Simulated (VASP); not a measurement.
Be2Sb: single point with PBE

Be2Sb:

```
CELL_PARAMETERS angstrom
-2.32703 2.27753 2.32665
2.32703 -2.27753 2.32665
2.32703 2.27753 -2.32665
ATOMIC_POSITIONS crystal
Be 0.24999 0.50000 0.74999
Be 0.75001 0.50000 0.25001
Sb 0.00000 0.00000 0.00000
```

```
Program                : VASP 6.6.1
Task                   : single point
Functional             : PBE
Potentials or basis    : VASP PAW PBE potentials, release 64 (Be, Sb)
Cutoff                 : 520 eV
k mesh                 : 14 × 14 × 14
Occupations            : gaussian, width 0.1 eV
Spin                   : no spin polarisation
Dipole correction      : no
Further INCAR settings : ALGO = Fast; EDIFF = 1e-06; NBANDS = 12
```

```json
{
  "Pressure": "0.3 GPa"
}
```

Stress tensor (GPa, compression positive):
```
0.37 0.00 0.00
0.00 0.12 0.00
0.00 0.00 0.38
```

Levels at points of the mesh, in eV from the Fermi level:
```
           k point  band 2  band 3  band 4  band 5  band 6  band 7  band 8  band 9
(0.00, 0.00, 0.00)   -1.01   -1.01   -0.25    0.98    1.88    2.52    2.52    4.91
(0.50, 0.00, 0.00)   -6.54   -2.79   -1.13   -1.01    0.83    4.76    5.03    6.77
(0.00, 0.50, 0.00)   -6.96   -2.95   -2.00    1.69    1.78    3.36    4.97    6.93
(0.50, 0.50, 0.00)   -6.53   -2.79   -1.13   -1.00    0.83    4.76    5.03    6.77
(0.50, 0.50, 0.50)   -4.91   -4.91   -3.65   -2.71   -1.35    6.65    6.65    9.06
```

Wall time 3.3 min on 1 thread of AMD EPYC 7R43 64-Core Processor (Zen 3), with other jobs on the host, peak memory 0.34 GiB.

Caveat: spin-orbit coupling is left out, which moves the levels of the heavy elements.
